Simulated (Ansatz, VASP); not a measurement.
Yb: VASP beside Ansatz

File INCAR:

```
ALGO = Normal
EDIFF = 1E-7
ENCUT = 520
GGA = CA
ISIF = 2
ISMEAR = -1
LASPH = T
LCHARG = F
LREAL = F
LWAVE = F
NBANDS = 18
NELM = 100
PREC = Accurate
SIGMA = 0.1
```

The input KPOINTS:

```
k-points
0
Gamma
  11 11 11
```

Contents of POSCAR:

```
Yb
1.0
    3.1292227350      0.0000000000      0.0000000000
    0.0000000000      3.1292227350      0.0000000000
    0.0000000000      0.0000000000      3.1292227350
Yb
1
Direct
    0.0000000000      0.0000000000      0.0000000000
```

Input for Ansatz:

```yaml
crystal:
  lattice:
    - [3.129222735, 0.0, 0.0]
    - [0.0, 3.129222735, 0.0]
    - [0.0, 0.0, 3.129222735]
  atoms:
    - { symbol: Yb, position: [0.0, 0.0, 0.0] }
hamiltonian:
  xc: lda
  pseudopotentials:
    kind: paw
    azcp:
      Yb: "pseudopotentials/Yb.paw.azcp"
basis:
  ecutwfc: 420
  fft_grid_basis: typed
kpoints:
  mp_grid: { grid: [11, 11, 11], shift: [0, 0, 0] }
magnetization:
  spin_polarized: false
scf:
  occupations: { method: fermi_dirac, width: 0.1 }
  lower_state_search: "off"
output:
  stress: true
```

Alike in both runs: task single point; functional LDA; k mesh 11 × 11 × 11; occupations fermi-dirac, width 0.1 eV; no spin polarisation.

|  | VASP | Ansatz |
| --- | --- | --- |
| version | VASP 6.6.1 | Ansatz 0.2.0 |
| potentials or method | VASP PAW PBE potentials, release 64 (Yb), cutoff 520 eV | plane waves (420 eV) with PAW, scalar-relativistic |
| valence electrons in the cell | 24 | 24 |

```tsv
	VASP	Ansatz	Ansatz less VASP
pressure (GPa)	0.3	0.0	-0.22
```

VASP's potentials were made for PBE, not for LDA, and Ansatz warns of the same on its side. LDA's correlation is that of Perdew and Zunger in VASP and of Perdew and Wang (1992) in Ansatz.

Neither program's run includes spin-orbit coupling.
